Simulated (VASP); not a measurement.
Here is a VASP 6.6.1 calculation.

File INCAR:

```
SYSTEM = GaSb
  PREC = Accurate
  ENCUT = 520
  EDIFF = 1E-6
  ISMEAR = 0
  SIGMA = 0.15
  LREAL = .FALSE.
  LASPH = .TRUE.
  NELM = 80
  ALGO = Normal
  ISIF = 2
  LWAVE = .FALSE.
  LCHARG = .FALSE.
  GGA = PE
  NBANDS = 16
```

The input KPOINTS:

```
Automatic mesh
0
G
  16 16 16
  0 0 0
```

The input POSCAR:

```
GaSb
1.0
   -2.7659365100      2.7659365100      1.3914000000
    2.7659365100     -2.7659365100      1.3914000000
    2.7659365100      2.7659365100     -1.3914000000
Ga Sb
1 1
Direct
    0.2500000000      0.7500000000      0.5000000000
    0.0000000000      0.0000000000      0.0000000000
```

Potentials or basis: VASP PAW PBE potentials, release 64 (Ga_d, Sb).

Command:

```sh
$ cat potpaw_PBE.64/Ga_d/POTCAR potpaw_PBE.64/Sb/POTCAR > POTCAR
$ mpirun -np 1 vasp_std > vasp.out
```

Task: Estimate the band gap on the k mesh.

Result: Zero (band 9 reaches 9.40 eV, above the bottom of band 10 at 4.97 eV).

Task: Predict the pressure.

Result: 10.2 GPa.

Stress tensor (GPa, compression positive):
```
 5.25  0.00  0.00
 0.00  5.25  0.00
 0.00  0.00 20.20
```

Caveat: spin-orbit coupling is left out, which moves the levels of the heavy elements.
